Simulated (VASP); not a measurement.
# Li (P1) in VASP: notebook

Runs on Li. Level: r2SCAN. Tasks: single point.

Program: VASP 6.6.1. These are calculated values, not measurements. Logs are shortened: lines on timing, memory, paths and dates and some standing lists are left out, and cuts for length are marked.

## 1. The cell of the first run

The typed cell holds 8 atoms: a = 8.909 Å, b = 4.454 Å, c = 4.454 Å, α = 90.00°, β = 90.00°, γ = 90.00°.

## 2. Single point, r2SCAN

The input, POSCAR:

```
Li
1.0
    8.9088800000      0.0000000000      0.0000000000
    0.0000000000      4.4544400000      0.0000000000
    0.0000000000      0.0000000000      4.4544400000
Li
8
Direct
    0.4375598279      0.1235448227      0.6221168093
    0.1868479540      0.3754548271      0.3739702409
    0.0632694570      0.6227305789      0.8754052137
    0.3144771284      0.8703828091      0.1241211016
    0.9370171110      0.1254076831      0.6211629296
    0.6856195167      0.3784376936      0.3758842862
    0.5641477941      0.6262551522      0.8755926671
    0.8125856449      0.8730174837      0.1246567470
```

The input, INCAR.step1:

```
SYSTEM = Li
ALGO = Normal
EDIFF = 1E-5
ENCUT = 720
GGA = PE
GGA_COMPAT = .FALSE.
ISMEAR = -1
LASPH = .TRUE.
LCHARG = .FALSE.
LREAL = .FALSE.
LWAVE = .TRUE.
NBANDS = 22
NELM = 120
PREC = Accurate
SIGMA = 0.15
```

The input, INCAR.step2:

```
SYSTEM = Li
ALGO = Normal
EDIFF = 1E-6
ENCUT = 720
GGA_COMPAT = .FALSE.
ISIF = 2
ISMEAR = -1
ISTART = 1
LASPH = .TRUE.
LCHARG = .TRUE.
LELF = .TRUE.
LMIXTAU = .TRUE.
LREAL = .FALSE.
LVHAR = .TRUE.
LWAVE = .FALSE.
METAGGA = R2SCAN
NBANDS = 22
NELM = 120
PREC = Accurate
SIGMA = 0.15
```

The input, KPOINTS:

```
k-points
0
G
  1 2 2
  0 0 0
```

Potentials or basis: VASP PAW PBE potentials, release 64 (Li_sv).

Launch:

```bash
cat potpaw_PBE.64/Li_sv/POTCAR > POTCAR
cp INCAR.step1 INCAR
mpirun -np 1 vasp_std > vasp.out
cp INCAR.step2 INCAR
mpirun -np 1 vasp_std > vasp.out
```

OUTCAR:

```text
SYSTEM = Li
   EDIFF = 1E-6
   ENCUT = 720
   ISIF = 2
   ISMEAR = -1
   ISTART = 1
   LASPH = .TRUE.
   LREAL = .FALSE.
   METAGGA = R2SCAN
   NELM = 120
   PREC = Accurate

 ion  position               nearest neighbor table
   1  0.438  0.124  0.622-
   2  0.187  0.375  0.374-
   3  0.063  0.623  0.875-
   4  0.314  0.870  0.124-
   5  0.937  0.125  0.621-
   6  0.686  0.378  0.376-
   7  0.564  0.626  0.876-
   8  0.813  0.873  0.125-

  LATTYP: Found a simple tetragonal cell.
 ALAT       =     4.4544400000
 C/A-ratio  =     2.0000000000

  Lattice vectors:

 A1 = (   0.0000000000,   4.4544400000,   0.0000000000)
 A2 = (   0.0000000000,   0.0000000000,   4.4544400000)
 A3 = (   8.9088800000,   0.0000000000,   0.0000000000)

Analysis of symmetry for initial positions (statically):
=====================================================================
 Subroutine PRICEL returns:
 Original cell was already a primitive cell.

 Routine SETGRP: Setting up the symmetry group for a
 simple tetragonal supercell.

 Subroutine GETGRP returns: Found  1 space group operations
 (whereof  1 operations were pure point group operations)
 out of a pool of 16 trial point group operations.

The static configuration has the point symmetry C_1 .

Analysis of symmetry for dynamics (positions and initial velocities):
=====================================================================
 Subroutine PRICEL returns:
 Original cell was already a primitive cell.

 Routine SETGRP: Setting up the symmetry group for a
 simple tetragonal supercell.

 Subroutine GETGRP returns: Found  1 space group operations
 (whereof  1 operations were pure point group operations)
 out of a pool of 16 trial point group operations.

The dynamic configuration has the point symmetry C_1 .

 Subroutine INISYM returns: Found  1 space group operations
 (whereof  1 operations are pure point group operations),
 and found     1 'primitive' translations

----------------------------------------------------------------------------------------

                                     Primitive cell

  volume of cell :     176.7703

  direct lattice vectors                    reciprocal lattice vectors
     8.908880000  0.000000000  0.000000000     0.112247555  0.000000000  0.000000000
     0.000000000  4.454440000  0.000000000     0.000000000  0.224495110  0.000000000
     0.000000000  0.000000000  4.454440000     0.000000000  0.000000000  0.224495110

  length of vectors
     8.908880000  4.454440000  4.454440000     0.112247555  0.224495110  0.224495110

  position of ions in fractional coordinates (direct lattice)
     0.437559828  0.123544823  0.622116809
     0.186847954  0.375454827  0.373970241
     0.063269457  0.622730579  0.875405214
     0.314477128  0.870382809  0.124121102
     0.937017111  0.125407683  0.621162930
     0.685619517  0.378437694  0.375884286
     0.564147794  0.626255152  0.875592667
     0.812585645  0.873017484  0.124656747

  ion indices of the primitive-cell ions
   primitive index   ion index
                 1           1
                 2           2
                 3           3
                 4           4
                 5           5
                 6           6
                 7           7
                 8           8

----------------------------------------------------------------------------------------

 KPOINTS: k-points

Automatic generation of k-mesh.
 Grid dimensions read from file:
 generate k-points for:    1    2    2

 Generating k-lattice:

  Cartesian coordinates                     Fractional coordinates (reciprocal lattice)
     0.112247555  0.000000000  0.000000000     1.000000000  0.000000000  0.000000000
     0.000000000  0.112247555  0.000000000     0.000000000  0.500000000  0.000000000
     0.000000000  0.000000000  0.112247555     0.000000000  0.000000000  0.500000000

  Length of vectors
     0.112247555  0.112247555  0.112247555

  Shift w.r.t. Gamma in fractional coordinates (k-lattice)
     0.000000000  0.000000000  0.000000000

 Subroutine IBZKPT returns following result:
 ===========================================

 Found      4 irreducible k-points:

 Following reciprocal coordinates:
            Coordinates               Weight
  0.000000  0.000000  0.000000      1.000000
  0.000000  0.500000  0.000000      1.000000
  0.000000  0.000000  0.500000      1.000000
  0.000000  0.500000  0.500000      1.000000
   k-points           NKPTS =      4   k-points in BZ     NKDIM =      4   number of bands    NBANDS=     22
   number of dos      NEDOS =    301   number of ions     NIONS =      8
   total plane-waves  NPLWV = 128000
   dimension x,y,z NGX =    80 NGY =   40 NGZ =   40
   dimension x,y,z NGXF=   160 NGYF=   80 NGZF=   80
   ions per type =               8
   NGX,Y,Z   is equivalent  to a cutoff of  14.93, 14.93, 14.93 a.u.
   NGXF,Y,Z  is equivalent  to a cutoff of  29.86, 29.86, 29.86 a.u.
 SYSTEM =  Li
   PREC   = accura    normal or accurate (medium, high low for compatibility)
   ISTART =      1    job   : 0-new  1-cont  2-samecut
   ICHARG =      0    charge: 1-file 2-atom 10-const
   ISPIN  =      1    spin polarized calculation?
   LNONCOLLINEAR =      F non collinear calculations
   LSORBIT =      F    spin-orbit coupling
   LASPH  =      T    aspherical Exc in radial PAW
   ENCUT  =  720.0 eV  52.92 Ry    7.27 a.u.  19.49  9.75  9.75*2*pi/ulx,y,z
   NELM   =    120;   NELMIN=  2; NELMDL=  0     # of ELM steps
   EDIFF  = 0.1E-05   stopping-criterion for ELM
   LREAL  =      F    real-space projection
   EDIFFG = 0.1E-04   stopping-criterion for IOM
   NSW    =      0    number of steps for IOM
   IBRION =     -1    ionic relax: 0-MD 1-quasi-New 2-CG
   NFREE  =      0    steps in history (QN), initial steepest desc. (CG)
   ISIF   =      2    stress and relaxation
   ISYM   =      2    0-nonsym 1-usesym 2-fastsym
   POTIM  = 0.5000    time-step for ionic-motion
   TEBEG  =    0.0;   TEEND  =   0.0 temperature during run
   PSTRESS=    0.0 pullay stress
   NELECT =      24.0000    total number of electrons
   NUPDOWN=      -1.0000    fix difference up-down
   EMIN   =  10.00;   EMAX   =-10.00  energy-range for DOS
   EFERMI =   0.00;   METHOD = LEGACY
   ISMEAR =    -1;   SIGMA  =   0.15  broadening in eV -4-tet -1-fermi 0-gaus
   EFERMI_NEDOS =   21; number of points for ismear=-14 and -15
   IALGO  =     38    algorithm
   IMIX   =      4    mixing-type and parameters
     AMIX     =   0.40;   BMIX     =  1.00
     AMIX_MAG =   1.60;   BMIX_MAG =  1.00
  volume/ion in A,a.u.               =      22.10       149.11
  Fermi-wavevector in a.u.,A,eV,Ry     =   0.841412  1.590038  9.632577  0.707974
  Thomas-Fermi vector in A             =   1.955952
   LORBIT       =      0    0 simple, 1 ext, 2 COOP (PROOUT), +10 PAW based schemes
   METAGGA = R2SCAN    functional components
   LHFCALC =     F    Hartree Fock is set to
   AEXX    =    0.0000 exact exchange contribution
   IVDW    =     0    specifies the selected vdW correction
   LEPSILON=     F    determine dielectric tensor
   LRPA    =     F    only Hartree local field effects (RPA)
 non-spin polarized calculation
  energy-cutoff  :      720.00
  volume of cell :      176.77
 maximum number of plane-waves:      7812
 NGX is ok and might be reduce to    80
   NGX = 39   NGY = 19   NGZ = 19

 number of electron      23.9999973 magnetization

 Free energy of the ion-electron system (eV)
  ---------------------------------------------------
  ext. energy  EPLUGINS =         0.00000000
  ---------------------------------------------------
  free energy    TOTEN  =       -16.97285693 eV

  energy without entropy =      -16.58034630  energy(sigma->0) =      -16.77660162

 E-fermi :   0.3175     XC(G=0):  -7.2233

 val. band max:       -0.5824029211   @ k =   0.0000   0.0000   0.5000
 cond. band min:       0.3321419866   @ k =   0.0000   0.0000   0.5000
 fundamental gap:      0.9145449077
 Fermi energy:         0.3174535251

 k-point     1 :       0.0000    0.0000    0.0000
  band No.  band energies     occupation
      1     -48.1903      2.00000
      2     -48.1760      2.00000
      3     -48.1694      2.00000
      4     -48.1512      2.00000
      5     -48.1502      2.00000
      6     -48.1447      2.00000
      7     -48.1425      2.00000
      8     -48.1364      2.00000
      9      -3.3267      2.00000
     10      -1.7461      2.00000
     11      -1.7447      2.00000
     12       2.9520      0.00000
     13       3.0036      0.00000
     14       3.0080      0.00000
     15       3.0288      0.00000
     16       3.0674      0.00000
     17       3.0752      0.00000
     18       3.2110      0.00000
     19       3.2461      0.00000
     20       4.3359      0.00000
     21       4.3544      0.00000
     22       5.7867      0.00000

 k-point     2 :       0.0000    0.5000    0.0000
  band No.  band energies     occupation
      1     -48.1762      2.00000
      2     -48.1744      2.00000
      3     -48.1701      2.00000
      4     -48.1629      2.00000
      5     -48.1512      2.00000
      6     -48.1450      2.00000
      7     -48.1443      2.00000
      8     -48.1362      2.00000
      9      -1.7461      2.00000
     10      -1.7437      2.00000
     11      -0.5985      1.99555
     12      -0.5933      1.99540
     13       0.3419      0.91855
     14       0.3579      0.86595
     15       3.2127      0.00000
     16       3.2425      0.00000
     17       4.3323      0.00000
     18       4.3471      0.00000
     19       4.8375      0.00000
     20       4.8834      0.00000
     21       5.7915      0.00000
     22       5.8111      0.00000

 k-point     3 :       0.0000    0.0000    0.5000
  band No.  band energies     occupation
      1     -48.1754      2.00000
      2     -48.1748      2.00000
      3     -48.1673      2.00000
      4     -48.1651      2.00000
      5     -48.1491      2.00000
      6     -48.1486      2.00000
      7     -48.1411      2.00000
      8     -48.1388      2.00000
      9      -1.7468      2.00000
     10      -1.7443      2.00000
     11      -0.5884      1.99524
     12      -0.5824      1.99505
     13       0.3321      0.95108
     14       0.3346      0.94306
     15       3.2189      0.00000
     16       3.2375      0.00000
     17       4.3401      0.00000
     18       4.3512      0.00000
     19       4.8798      0.00000
     20       4.8886      0.00000
     21       5.7884      0.00000
     22       5.8099      0.00000

 k-point     4 :       0.0000    0.5000    0.5000
  band No.  band energies     occupation
      1     -48.1710      2.00000
      2     -48.1703      2.00000
      3     -48.1615      2.00000
      4     -48.1602      2.00000
      5     -48.1546      2.00000
      6     -48.1538      2.00000
      7     -48.1454      2.00000
      8     -48.1434      2.00000
      9      -0.5992      1.99557
     10      -0.5901      1.99530
     11       0.3446      0.90968
     12       0.3508      0.88924
     13       0.6926      0.15156
     14       0.7073      0.13837
     15       0.7127      0.13382
     16       0.7216      0.12659
     17       2.5438      0.00000
     18       2.5467      0.00000
     19       2.5608      0.00000
     20       2.5713      0.00000
     21       4.8549      0.00000
     22       4.8733      0.00000

------------------------ aborting loop because EDIFF is reached ----------------------------------------

  FORCE on cell =-STRESS in cart. coord.  units (eV):
  Direction    XX          YY          ZZ          XY          YZ          ZX
  --------------------------------------------------------------------------------------
  -------------------------------------------------------------------------------------
  Total        0.6103618      0.2982750      0.6909346      0.1179201     -0.0490037      0.0230518
  in kB        5.5320819      2.7034487      6.2623618      1.0687820     -0.4441502      0.2089322
  external PRESSURE =       4.8326308 kB  Pullay stress =       0.0000000 kB

 VOLUME and BASIS-vectors are now :
 -----------------------------------------------------------------------------
  energy-cutoff  :      720.00
  volume of cell :      176.77
      direct lattice vectors                 reciprocal lattice vectors
     8.908880000  0.000000000  0.000000000     0.112247555  0.000000000  0.000000000
     0.000000000  4.454440000  0.000000000     0.000000000  0.224495110  0.000000000
     0.000000000  0.000000000  4.454440000     0.000000000  0.000000000  0.224495110

 POSITION                                       TOTAL-FORCE (eV/Angst)
 -----------------------------------------------------------------------------------
      3.89817      0.55032      2.77118        -0.003578      0.028954      0.046084
      1.66461      1.67244      1.66583         0.035447     -0.032848     -0.000475
      0.56366      2.77392      3.89944        -0.031040      0.051145     -0.024328
      2.80164      3.87707      0.55289        -0.000636      0.007853     -0.002239
      8.34777      0.55862      2.76693         0.007622     -0.027797      0.060311
      6.10810      1.68573      1.67435         0.034934     -0.045145     -0.030765
      5.02592      2.78962      3.90028        -0.056858     -0.029942     -0.036820
      7.23923      3.88880      0.55528         0.014108      0.047780     -0.011768
 -----------------------------------------------------------------------------------
    total drift:                               -0.055257      0.041590      0.089210

  FREE ENERGIE OF THE ION-ELECTRON SYSTEM (eV)
  ---------------------------------------------------
  free  energy   TOTEN  =       -16.9728569288 eV

  energy  without entropy=      -16.5803463013  energy(sigma->0) =      -16.77660162
```

It took 97 s on 1 thread of Intel Xeon 6975P-C (Granite Rapids), shared host; peak memory 0.35 GiB.

Results:

```yaml
Free_energy: -16.9729 eV
Pressure: 0.5 GPa
Largest_force: 0.074 eV/Å
Band_gap_on_the_k_mesh: zero (bands 12 and 13 overlap by 2.62 eV)
```

Forces in eV/Å, atoms in the order of the input:
```
Li  -0.004  0.029  0.046
Li   0.035 -0.033  0.000
Li  -0.031  0.051 -0.024
Li  -0.001  0.008 -0.002
Li   0.008 -0.028  0.060
Li   0.035 -0.045 -0.031
Li  -0.057 -0.030 -0.037
Li   0.014  0.048 -0.012
```

Levels at points of the mesh, in eV from the Fermi level:
| k point | band 8 | band 9 | band 10 | band 11 | band 12 | band 13 | band 14 | band 15 |
| --- | --- | --- | --- | --- | --- | --- | --- | --- |
| (0.00, 0.00, 0.00) | -48.45 | -3.64 | -2.06 | -2.06 | 2.63 | 2.69 | 2.69 | 2.71 |
| (0.00, 0.50, 0.00) | -48.45 | -2.06 | -2.06 | -0.92 | -0.91 | 0.02 | 0.04 | 2.90 |
| (0.00, 0.00, 0.50) | -48.46 | -2.06 | -2.06 | -0.91 | -0.90 | 0.01 | 0.02 | 2.90 |
| (0.00, 0.50, 0.50) | -48.46 | -0.92 | -0.91 | 0.03 | 0.03 | 0.38 | 0.39 | 0.40 |

Caveat: the k points lie up to 0.71 Å⁻¹ apart, too coarse for converged energies and pressures of a metal; the PAW data sets were made with another functional, which shifts forces and pressure a little.

## 3. Single point, r2SCAN

The input, POSCAR:

```
Li
1.0
    8.9088800000      0.0000000000      0.0000000000
    0.0000000000      4.4544400000      0.0000000000
    0.0000000000      0.0000000000      4.4544400000
Li
8
Direct
    0.4387900612      0.1199636767      0.6201565180
    0.1864090660      0.3792306104      0.3731712628
    0.0625827264      0.6153675883      0.8759884520
    0.3204929239      0.8673047566      0.1209512307
    0.9374666625      0.1268541051      0.6100396458
    0.6839505078      0.3791462002      0.3788689487
    0.5632343235      0.6341894829      0.8802706962
    0.8098668968      0.8710708866      0.1243238207
```

The input, INCAR.step1:

```
PREC = Accurate ; ENCUT = 720
ISMEAR = -1 ; SIGMA = 0.15
LREAL = False ; LASPH = True
NELM = 120 ; NBANDS = 22
GGA = PE ; ALGO = Normal
EDIFF = 1E-5 ; LWAVE = True
LCHARG = False ; GGA_COMPAT = False
```

The input, INCAR.step2:

```
PREC = Accurate ; ENCUT = 720
EDIFF = 1E-6 ; ISMEAR = -1
SIGMA = 0.15 ; LREAL = False
LASPH = True ; NELM = 120
ALGO = Normal ; ISIF = 2
LWAVE = False ; LCHARG = False
METAGGA = R2SCAN ; LMIXTAU = True
NBANDS = 22 ; ISTART = 1
GGA_COMPAT = False
```

The input, KPOINTS:

```
Automatic mesh
0
Gamma
  1 2 2
```

Potentials or basis: VASP PAW PBE potentials, release 64 (Li_sv).

Launch:

```bash
cat potpaw_PBE.64/Li_sv/POTCAR > POTCAR
cp INCAR.step1 INCAR
mpirun -np 1 vasp_std > vasp.out
cp INCAR.step2 INCAR
mpirun -np 1 vasp_std > vasp.out
```

Run time: 2.7 min. Hardware: 1 thread of Intel Xeon 6975P-C (Granite Rapids), shared host; peak memory 0.36 GiB.

Results (log left out):

- Free energy: -16.9564 eV
- Pressure: 0.5 GPa
- Largest force: 0.139 eV/Å
- Band gap on the k mesh: zero (bands 12 and 13 overlap by 2.58 eV)

Forces in eV/Å, atoms in the order of the input:
```
Li  -0.008  0.084 -0.008
Li   0.091 -0.063  0.004
Li  -0.039  0.058  0.001
Li  -0.117  0.060  0.032
Li  -0.012 -0.100  0.096
Li   0.012  0.009  0.023
Li   0.020 -0.112 -0.079
Li   0.053  0.063 -0.068
```

Stress tensor (GPa, compression positive):
```
 0.75  0.16  0.00
 0.16 -0.03 -0.10
 0.00 -0.10  0.64
```

Levels at points of the mesh, in eV from the Fermi level:
| k point | band 7 | band 8 | band 9 | band 10 | band 11 | band 12 | band 13 | band 14 | band 15 | band 16 |
| --- | --- | --- | --- | --- | --- | --- | --- | --- | --- | --- |
| (0.00, 0.00, 0.00) | -48.48 | -48.46 | -3.64 | -2.06 | -2.06 | 2.59 | 2.67 | 2.69 | 2.71 | 2.75 |
| (0.00, 0.50, 0.00) | -48.48 | -48.46 | -2.06 | -2.06 | -0.92 | -0.91 | 0.03 | 0.05 | 2.89 | 2.92 |
| (0.00, 0.00, 0.50) | -48.47 | -48.47 | -2.07 | -2.06 | -0.91 | -0.88 | 0.00 | 0.00 | 2.88 | 2.93 |
| (0.00, 0.50, 0.50) | -48.48 | -48.47 | -0.93 | -0.91 | 0.03 | 0.05 | 0.35 | 0.38 | 0.40 | 0.43 |

Caveat: the k points lie up to 0.71 Å⁻¹ apart, too coarse for converged energies and pressures of a metal; the PAW data sets were made with another functional, which shifts forces and pressure a little.

The gap in the log of VASP goes by the Fermi energy; the results here count the filled bands.